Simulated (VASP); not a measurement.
# NbB2 (P6/mmm) in VASP: a series of runs

NbB2 is run at these levels: LDA; tasks: single point, relaxation of cell and atoms.

Program: VASP 6.6.1. These are calculated values, not measurements. Logs are shortened: lines on timing, memory, paths and dates and some standing lists are left out, and cuts for length are marked.

## Step 1: The cell of the first run

The structure is hexagonal, space group P6/mmm (No. 191). The conventional cell has a = 3.073 Å, b = 3.073 Å, c = 3.277 Å, α = 90.00°, β = 90.00°, γ = 120.00°. Nb (site symmetry 6/mmm) has 12 B at 2.42 Å and 6 Nb at 3.07 Å within 3.2 Å. B (site symmetry -6m2) has 3 B at 1.77 Å within 2.4 Å.

## Step 2: Single point, LDA

INCAR

```
  PREC = Accurate
  ENCUT = 520
  EDIFF = 1E-6
  ISMEAR = 0
  SIGMA = 0.1
  LREAL = False
  LASPH = True
  NELM = 100
  ALGO = Normal
  ISIF = 2
  LWAVE = False
  LCHARG = True
  GGA = CA
  LELF = True
  LVHAR = True
  NBANDS = 16
```

KPOINTS

```
Automatic mesh
0
Gamma
  15 15 12
```

POSCAR

```
NbB2
1.0
    3.0734486942      0.0000000000      0.0000000000
   -1.5367243471      2.6616846464      0.0000000000
    0.0000000000      0.0000000000      3.2774177277
Nb B
1 2
Direct
    0.0000000000      0.0000000000      0.0000000000
    0.3333333333      0.6666666667      0.5000000000
    0.6666666667      0.3333333333      0.5000000000
```

Potentials or basis: VASP PAW LDA potentials, release 64 (Nb_sv, B).

Started as:

```bash
> cat potpaw_LDA.64/Nb_sv/POTCAR potpaw_LDA.64/B/POTCAR > POTCAR
> mpirun -np 1 vasp_std > vasp.out
```

OUTCAR:

```text
PREC = Accurate
   ENCUT = 520
   EDIFF = 1E-6
   ISMEAR = 0
   LREAL = False
   LASPH = True
   NELM = 100
   ISIF = 2
   GGA = CA

 ion  position               nearest neighbor table
   1  0.000  0.000  0.000-   2 2.42   3 2.42   2 2.42   3 2.42   2 2.42   2 2.42   3 2.42   3 2.42
                             3 2.42   3 2.42   2 2.42   2 2.42
   2  0.333  0.667  0.500-   3 1.77   3 1.77   3 1.77   1 2.42   1 2.42   1 2.42   1 2.42   1 2.42
                             1 2.42
   3  0.667  0.333  0.500-   2 1.77   2 1.77   2 1.77   1 2.42   1 2.42   1 2.42   1 2.42   1 2.42
                             1 2.42

  LATTYP: Found a hexagonal cell.
 ALAT       =     3.0734486942
 C/A-ratio  =     1.0663648734

  Lattice vectors:

 A1 = (   3.0734486942,   0.0000000000,   0.0000000000)
 A2 = (  -1.5367243471,   2.6616846464,   0.0000000000)
 A3 = (   0.0000000000,   0.0000000000,   3.2774177277)

Analysis of symmetry for initial positions (statically):
=====================================================================
 Subroutine PRICEL returns:
 Original cell was already a primitive cell.

 Routine SETGRP: Setting up the symmetry group for a
 hexagonal supercell.

 Subroutine GETGRP returns: Found 24 space group operations
 (whereof 24 operations were pure point group operations)
 out of a pool of 24 trial point group operations.

The static configuration has the point symmetry D_6h.

Analysis of symmetry for dynamics (positions and initial velocities):
=====================================================================
 Subroutine PRICEL returns:
 Original cell was already a primitive cell.

 Routine SETGRP: Setting up the symmetry group for a
 hexagonal supercell.

 Subroutine GETGRP returns: Found 24 space group operations
 (whereof 24 operations were pure point group operations)
 out of a pool of 24 trial point group operations.

The dynamic configuration has the point symmetry D_6h.

 Subroutine INISYM returns: Found 24 space group operations
 (whereof 24 operations are pure point group operations),
 and found     1 'primitive' translations

----------------------------------------------------------------------------------------

                                     Primitive cell

  volume of cell :      26.8111

  direct lattice vectors                    reciprocal lattice vectors
     3.073448694  0.000000000  0.000000000     0.325367397  0.187850954  0.000000000
    -1.536724347  2.661684646  0.000000000     0.000000000  0.375701908  0.000000000
     0.000000000  0.000000000  3.277417728     0.000000000  0.000000000  0.305118262

  length of vectors
     3.073448694  3.073448694  3.277417728     0.375701908  0.375701908  0.305118262

  position of ions in fractional coordinates (direct lattice)
     0.000000000  0.000000000  0.000000000
     0.333333333  0.666666667  0.500000000
     0.666666667  0.333333333  0.500000000

  ion indices of the primitive-cell ions
   primitive index   ion index
                 1           1
                 2           2
                 3           3

----------------------------------------------------------------------------------------

 KPOINTS: Automatic mesh

Automatic generation of k-mesh.
 Grid dimensions read from file:
 generate k-points for:   15   15   12

 Generating k-lattice:

  Cartesian coordinates                     Fractional coordinates (reciprocal lattice)
     0.021691160  0.012523397  0.000000000     0.066666667  0.000000000  0.000000000
     0.000000000  0.025046794  0.000000000     0.000000000  0.066666667  0.000000000
     0.000000000  0.000000000  0.025426522     0.000000000  0.000000000  0.083333333

  Length of vectors
     0.025046794  0.025046794  0.025426522

  Shift w.r.t. Gamma in fractional coordinates (k-lattice)
     0.000000000  0.000000000  0.000000000

 Subroutine IBZKPT returns following result:
 ===========================================

 Found    189 irreducible k-points:

 Following reciprocal coordinates:
            Coordinates               Weight
  0.000000  0.000000  0.000000      1.000000
  0.066667  0.000000  0.000000      6.000000
  0.133333 -0.000000  0.000000      6.000000
  0.200000 -0.000000  0.000000      6.000000
  0.266667 -0.000000  0.000000      6.000000
  0.333333  0.000000  0.000000      6.000000
[... 16 lines left out ...]
  0.333333  0.200000  0.000000     12.000000
  0.400000  0.200000  0.000000      6.000000
 [... further k-points ...]
   k-points           NKPTS =    189   k-points in BZ     NKDIM =    189   number of bands    NBANDS=     16
   number of dos      NEDOS =    301   number of ions     NIONS =      3
   total plane-waves  NPLWV =  13824
   dimension x,y,z NGX =    24 NGY =   24 NGZ =   24
   dimension x,y,z NGXF=    48 NGYF=   48 NGZF=   48
   ions per type =               1   2
   NGX,Y,Z   is equivalent  to a cutoff of  12.98, 12.98, 12.17 a.u.
   NGXF,Y,Z  is equivalent  to a cutoff of  25.96, 25.96, 24.35 a.u.
 SYSTEM =  unknown system
   PREC   = accura    normal or accurate (medium, high low for compatibility)
   ISTART =      0    job   : 0-new  1-cont  2-samecut
   ICHARG =      2    charge: 1-file 2-atom 10-const
   ISPIN  =      1    spin polarized calculation?
   LNONCOLLINEAR =      F non collinear calculations
   LSORBIT =      F    spin-orbit coupling
   LASPH  =      T    aspherical Exc in radial PAW
   ENCUT  =  520.0 eV  38.22 Ry    6.18 a.u.   5.71  5.71  6.09*2*pi/ulx,y,z
   NELM   =    100;   NELMIN=  2; NELMDL= -5     # of ELM steps
   EDIFF  = 0.1E-05   stopping-criterion for ELM
   LREAL  =      F    real-space projection
   EDIFFG = 0.1E-04   stopping-criterion for IOM
   NSW    =      0    number of steps for IOM
   IBRION =     -1    ionic relax: 0-MD 1-quasi-New 2-CG
   NFREE  =      0    steps in history (QN), initial steepest desc. (CG)
   ISIF   =      2    stress and relaxation
   ISYM   =      2    0-nonsym 1-usesym 2-fastsym
   POTIM  = 0.5000    time-step for ionic-motion
   TEBEG  =    0.0;   TEEND  =   0.0 temperature during run
   PSTRESS=    0.0 pullay stress
   NELECT =      19.0000    total number of electrons
   NUPDOWN=      -1.0000    fix difference up-down
   EMIN   =  10.00;   EMAX   =-10.00  energy-range for DOS
   EFERMI =   0.00;   METHOD = LEGACY
   ISMEAR =     0;   SIGMA  =   0.10  broadening in eV -4-tet -1-fermi 0-gaus
   EFERMI_NEDOS =   21; number of points for ismear=-14 and -15
   IALGO  =     38    algorithm
   IMIX   =      4    mixing-type and parameters
     AMIX     =   0.40;   BMIX     =  1.00
     AMIX_MAG =   1.60;   BMIX_MAG =  1.00
  volume/ion in A,a.u.               =       8.94        60.31
  Fermi-wavevector in a.u.,A,eV,Ry     =   1.459558  2.758164 28.984606  2.130308
  Thomas-Fermi vector in A             =   2.576111
   LORBIT       =      0    0 simple, 1 ext, 2 COOP (PROOUT), +10 PAW based schemes
   GGA     = CA    functional components
   LHFCALC =     F    Hartree Fock is set to
   AEXX    =    0.0000 exact exchange contribution
   IVDW    =     0    specifies the selected vdW correction
   LEPSILON=     F    determine dielectric tensor
   LRPA    =     F    only Hartree local field effects (RPA)
 non-spin polarized calculation
 Gauss-broadening in eV      SIGMA  =   0.10
  energy-cutoff  :      520.00
  volume of cell :       26.81
 maximum number of plane-waves:       733
 NGX is ok and might be reduce to    24
   NGX = 11   NGY = 11   NGZ = 13

 number of electron      19.0000000 magnetization

 Free energy of the ion-electron system (eV)
  ---------------------------------------------------
  ext. energy  EPLUGINS =         0.00000000
  ---------------------------------------------------
  free energy    TOTEN  =       -28.55577105 eV

  energy without entropy =      -28.55151840  energy(sigma->0) =      -28.55364472

 E-fermi :  12.9462     XC(G=0): -13.3712

 val. band max:       12.9456426876   @ k =   0.0000   0.0000   0.1667
 cond. band min:      12.9566525249   @ k =   0.3333   0.0667   0.1667
 fundamental gap:      0.0110098373
 Fermi energy:        12.9461637523

 k-point     1 :       0.0000    0.0000    0.0000
  band No.  band energies     occupation
      1     -42.4746      2.00000
      2     -18.8344      2.00000
      3     -18.3528      2.00000
      4     -18.3528      2.00000
      5      -1.3948      2.00000
      6       8.4767      2.00000
[... 8 lines left out ...]
     15      17.2785      0.00000
     16      17.5079      0.00000

 k-point     2 :       0.0667    0.0000    0.0000
  band No.  band energies     occupation
      1     -42.4702      2.00000
      2     -18.8283      2.00000
      3     -18.3908      2.00000
      4     -18.3612      2.00000
      5      -1.3011      2.00000
      6       8.2474      2.00000
[... 8 lines left out ...]
     15      17.8866      0.00000
     16      18.0085      0.00000

 k-point     3 :       0.1333   -0.0000    0.0000
  band No.  band energies     occupation
      1     -42.4578      2.00000
      2     -18.8107      2.00000
      3     -18.4969      2.00000
      4     -18.3851      2.00000
      5      -1.0272      2.00000
      6       7.6508      2.00000
[... 8 lines left out ...]
     15      18.8092      0.00000
     16      19.2863      0.00000

 k-point     4 :       0.2000   -0.0000    0.0000
  band No.  band energies     occupation
      1     -42.4394      2.00000
      2     -18.7847      2.00000
      3     -18.6503      2.00000
      4     -18.4200      2.00000
      5      -0.5922      2.00000
      6       6.8543      2.00000
[... 8 lines left out ...]
     15      19.1626      0.00000
     16      20.1757      0.00000
[... 324 lines left out ...]
 k-point    22 :       0.2667    0.2000    0.0000
  band No.  band energies     occupation
      1     -42.3780      2.00000
      2     -19.0209      2.00000
      3     -18.6975      2.00000
      4     -18.6592      2.00000
      5       1.5483      2.00000
      6       4.8082      2.00000
[... 8 lines left out ...]
     15      20.5941      0.00000
     16      22.6979      0.00000

 k-point    23 :       0.3333    0.2000    0.0000
  band No.  band energies     occupation
      1     -42.3677      2.00000
      2     -19.0676      2.00000
      3     -18.7116      2.00000
      4     -18.6829      2.00000
      5       2.3350      2.00000
      6       4.0751      2.00000
[... 8 lines left out ...]
     15      21.2144      0.00000
     16      22.6025      0.00000

 k-point    24 :       0.4000    0.2000    0.0000
  band No.  band energies     occupation
      1     -42.3641      2.00000
      2     -19.0833      2.00000
      3     -18.7308      2.00000
      4     -18.6778      2.00000
      5       2.9895      2.00000
      6       3.4286      2.00000
[... 8 lines left out ...]
     15      21.6726      0.00000
     16      22.4061      0.00000

 [... further k-points ...]
[... 5 lines left out ...]
  --------------------------------------------------------------------------------------
  -------------------------------------------------------------------------------------
  Total        0.0188358      0.0188358     -0.0124479      0.0000000      0.0000000      0.0000000
  in kB        1.1255914      1.1255914     -0.7438601      0.0000000      0.0000000      0.0000000
  external PRESSURE =       0.5024409 kB  Pullay stress =       0.0000000 kB

 VOLUME and BASIS-vectors are now :
 -----------------------------------------------------------------------------
  energy-cutoff  :      520.00
  volume of cell :       26.81
      direct lattice vectors                 reciprocal lattice vectors
     3.073448694  0.000000000  0.000000000     0.325367397  0.187850954  0.000000000
    -1.536724347  2.661684646  0.000000000     0.000000000  0.375701908  0.000000000
     0.000000000  0.000000000  3.277417728     0.000000000  0.000000000  0.305118262

 POSITION                                       TOTAL-FORCE (eV/Angst)
 -----------------------------------------------------------------------------------
      0.00000      0.00000      0.00000        -0.000000      0.000000      0.000000
     -0.00000      1.77446      1.63871        -0.000000      0.000000      0.000000
      1.53672      0.88723      1.63871         0.000000     -0.000000      0.000000
 -----------------------------------------------------------------------------------
    total drift:                               -0.000000      0.000000      0.000000

  FREE ENERGIE OF THE ION-ELECTRON SYSTEM (eV)
  ---------------------------------------------------
  free  energy   TOTEN  =       -28.5557710456 eV

  energy  without entropy=      -28.5515184014  energy(sigma->0) =      -28.55364472
```

Wall time 1.7 min (1 thread of Intel Xeon Platinum 8259CL at 2.50GHz (Skylake/Cascade Lake), shared host); peak memory 0.19 GiB.

Results:

```
Free energy : -28.5558 eV
Pressure    : 0.1 GPa
```

Stress tensor (GPa, compression positive):
```
 0.11  0.00  0.00
 0.00  0.11  0.00
 0.00  0.00 -0.07
```

## Step 3: Relaxation of cell and atoms, LDA

This run uses another cell than the first one, of 9.28 Å³/atom, 1.039 times its volume.

INCAR

```
SYSTEM = NbB2
ALGO = Normal
EDIFF = 1E-7
EDIFFG = -0.005
ENCUT = 600
IBRION = 2
ISIF = 3
ISMEAR = 0
LASPH = .True.
LCHARG = .False.
LREAL = .False.
LWAVE = .False.
NELM = 100
NSW = 70
PREC = Accurate
SIGMA = 0.1
```

KPOINTS

```
k-points
0
Gamma
  15 15 12
  0 0 0
```

POSCAR

```
NbB2
1.0
    3.1082256571      0.0000000000      0.0000000000
   -1.5541128286      2.6918023797      0.0000000000
    0.0000000000      0.0000000000      3.3285446733
Nb B
1 2
Direct
    0.0000000000      0.0000000000      0.0000000000
    0.3333333333      0.6666666667      0.5000000000
    0.6666666667      0.3333333333      0.5000000000
```

Potentials or basis: VASP PAW LDA potentials, release 64 (Nb_sv, B).

Started as:

```bash
> cat potpaw_LDA.64/Nb_sv/POTCAR potpaw_LDA.64/B/POTCAR > POTCAR
> mpirun -np 1 vasp_std > vasp.out
```

It took 10 min on 1 thread of Intel Xeon Platinum 8259CL at 2.50GHz (Skylake/Cascade Lake), shared host; peak memory 0.22 GiB.

Results (log left out):

```yaml
Free_energy: -28.5580 eV
Relaxed_volume: 8.94 Å³/atom
Relaxed_cell: a = 3.074 Å, b = 3.074 Å, c = 3.276 Å, α = 90.00°, β = 90.00°, γ = 120.00°
Space_group_after_relaxing_to_0.05_Å: P6/mmm (No. 191)
Energy_gained_by_relaxing: 12.2 meV/atom
Ionic_steps: 6
Pressure_after_relaxing: 0.1 GPa
```

Step by step:
```
step  energy change (eV)  largest force (eV/Å)  pressure (GPa)  volume (Å³)
   1              0.0000                0.0000          -10.96        27.85
   2              0.0484                0.0000           19.59        25.37
   3             -0.0363                0.0000           -0.17        26.84
   4             -0.0363                0.0000            0.07        26.82
   5             -0.0366                0.0000            0.06        26.81
   6             -0.0367                0.0000            0.07        26.81
```

Final structure:
```cif
data_structure
_symmetry_space_group_name_H-M 'P 1'
_symmetry_Int_Tables_number 1
_cell_length_a 3.0739
_cell_length_b 3.0739
_cell_length_c 3.2761
_cell_angle_alpha 90.000
_cell_angle_beta 90.000
_cell_angle_gamma 120.000
_cell_volume 26.81
loop_
_atom_site_label
_atom_site_type_symbol
_atom_site_fract_x
_atom_site_fract_y
_atom_site_fract_z
_atom_site_occupancy
Nb1 Nb 0.00000 0.00000 0.00000 1
B1 B 0.33333 0.66667 0.50000 1
B2 B 0.66667 0.33333 0.50000 1
```

Levels at points of the mesh, in eV from the Fermi level:
```tsv
k point	band 5	band 6	band 7	band 8	band 9	band 10	band 11	band 12	band 13
(0.00, 0.00, 0.00)	-14.34	-4.47	-4.47	-4.42	-3.14	1.30	1.30	3.22	3.22
(0.00, 0.00, 0.50)	-11.86	-8.72	-2.07	-2.07	-1.86	-1.86	-1.23	-1.23	0.71
```

LDA usually gives volumes a few per cent too small. Zero-point motion and thermal expansion aren't in these numbers.
